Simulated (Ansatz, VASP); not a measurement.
# One calculation of WS2, two programs

```xyz
6
Lattice="3.1270 0.0000 0.0000 -1.5635 2.7081 0.0000 0.0000 0.0000 12.1603" Properties=species:S:1:pos:R:3 pbc="T T T"
W     0.0000    1.8054    3.0401
W     1.5635    0.9027    9.1202
S     0.0000    1.8054    7.5581
S     1.5635    0.9027    1.4779
S     0.0000    1.8054   10.6823
S     1.5635    0.9027    4.6022
```

Alike in both runs: functional LDA; k mesh 12 × 12 × 4; occupations gaussian, width 0.02 eV; no spin polarisation.

Ansatz relaxed the structure, and its values are those at the end. VASP's run is a single point on that final structure, the one shown.

|  | VASP | Ansatz |
| --- | --- | --- |
| version | VASP 6.6.1 | Ansatz 0.2.0 |
| potentials or method | VASP PAW LDA potentials, release 64 (W_sv, S), cutoff 520 eV | scalar-relativistic, plane waves, PAW |
| valence electrons in the cell | 52 | 52 |

|  | VASP | Ansatz | Ansatz less VASP |
| --- | --- | --- | --- |
| gap on the k mesh at the Fermi level (eV) | 0.85 | 0.84 | -0.010 |
| least direct gap on the mesh (eV) | 1.89 | 1.88 | -0.010 |
| pressure (GPa) | 0.4 | 0.0 | -0.38 |
| rms of the force components (eV/Å) | 0.021 | 0.000 | -0.0210 |

Ansatz warns that its potentials were made for another functional, while VASP's fit it. LDA's correlation is that of Perdew and Zunger in VASP and of Perdew and Wang (1992) in Ansatz.

Neither program's run includes spin-orbit coupling.
